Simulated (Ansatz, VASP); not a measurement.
Ir: VASP beside Ansatz

The input INCAR:

```
  PREC = Accurate
  ENCUT = 520
  EDIFF = 1E-6
  ISMEAR = -1
  SIGMA = 0.05
  LREAL = F
  LASPH = T
  NELM = 100
  ALGO = Normal
  ISIF = 2
  LWAVE = F
  LCHARG = T
  GGA = PE
  LELF = T
  LVHAR = T
  NBANDS = 16
```

The input KPOINTS:

```
regular mesh
0
Gamma
  11 11 6
```

Contents of POSCAR:

```
Ir
1.0
    2.7513778946      0.0000000000      0.0000000000
   -1.3756889473      2.3827631521      0.0000000000
    0.0000000000      0.0000000000      4.4622900000
Ir
2
Direct
    0.3333333333      0.6666666667      0.2500000000
    0.6666666667      0.3333333333      0.7500000000
```

The input input.yaml:

```yaml
crystal:
  lattice:
    - [2.7513778946, 0.0, 0.0]
    - [-1.3756889473, 2.3827631521, 0.0]
    - [0.0, 0.0, 4.46229]
  atoms:
    - { symbol: Ir, position: [0.3333333333, 0.6666666667, 0.25] }
    - { symbol: Ir, position: [0.6666666667, 0.3333333333, 0.75] }
hamiltonian:
  xc: pbe
  pseudopotentials: { kind: paw }
kpoints:
  mp_grid: { grid: [11, 11, 6] }
  band_path:
    path:
      - [[0.0, 0.0, 0.0], [0.5, 0.0, 0.0], [0.3333333333, 0.3333333333, 0.0], [0.0, 0.0, 0.0], [0.0, 0.0, 0.5], [0.5, 0.0, 0.5], [0.3333333333, 0.3333333333, 0.5], [0.0, 0.0, 0.5]]
      - [[0.5, 0.0, 0.5], [0.5, 0.0, 0.0]]
      - [[0.3333333333, 0.3333333333, 0.0], [0.3333333333, 0.3333333333, 0.5]]
    npoints: 14
scf:
  occupations: { method: fermi_dirac, width: 0.05 }
  n_extra_bands: 6
output:
  forces: true
  stress: true
  eigenvalues: true
  fatbands: false
```

Alike in both runs: functional PBE; k mesh 11 × 11 × 6; occupations fermi-dirac, width 0.05 eV; no spin polarisation.

```csv
,VASP,Ansatz
version,VASP 6.6.1,Ansatz 0.2.0
potentials or method,"VASP PAW PBE potentials, release 64 (Ir)",Ansatz PAW
plane-wave cutoff (eV),520,420
valence electrons in the cell,18,34
task,single point,band structure
```

VASP gave:

- gap on the k mesh at the Fermi level (eV): none
- pressure (GPa): -0.8
- traceless stress, the component that is largest in VASP (GPa): -0.24

Question: What did Ansatz give for the same quantities?

Answer: gap on the k mesh at the Fermi level (eV): none; pressure (GPa): -1.3; traceless stress, the component that is largest in VASP (GPa): -0.27.

A gap of «none» marks a metal or a gap that the smearing closes. VASP's potentials hold 18 valence electrons a cell and Ansatz's 34, so a difference there can come from the potentials and not from the codes.

Spin-orbit coupling is off throughout.
